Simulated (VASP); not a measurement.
ZrO2, 3 atoms in the cell. The structure is cubic, space group Fm-3m (No. 225). Conventional cell: a = 5.083 Å, b = 5.083 Å, c = 5.083 Å, α = 90.00°, β = 90.00°, γ = 90.00°. Within 2.9 Å of Zr (site symmetry m-3m) lie 8 O at 2.20 Å. Within 2.9 Å of O (site symmetry -43m) lie 4 Zr at 2.20 Å and 6 O at 2.54 Å. 

| Item | Value |
| --- | --- |
| Program | VASP 6.6.1 |
| Task | relaxation of cell and atoms |
| Functional | PBE |
| Potentials or basis | VASP PAW PBE potentials, release 64 (Zr_sv, O) |
| Cutoff | 600 eV |
| k mesh | 8 × 8 × 8 |
| Occupations | gaussian, width 0.02 eV |
| Spin | no spin polarisation |
| Target pressure | 2 GPa |
| Dipole correction | no |
| Further INCAR settings | ALGO = Normal; EDIFF = 1e-07; IBRION = 2; EDIFFG = -0.008; NSW = 70; ISIF = 3 |

Potentials or basis: VASP PAW PBE potentials, release 64 (Zr_sv, O).

Command:

```console
$ cat potpaw_PBE.64/Zr_sv/POTCAR potpaw_PBE.64/O/POTCAR > POTCAR
$ mpirun -np 1 vasp_std > vasp.out
```

Hardware: 1 thread of Intel Xeon 6975P-C, with other jobs on the host.

Task: Estimate the wall time of this run.

Result: It took 74 s on 1 thread of Intel Xeon 6975P-C (shared host), peak memory 0.18 GiB. Counts: scf iterations 35, k points 29, ion steps 3.
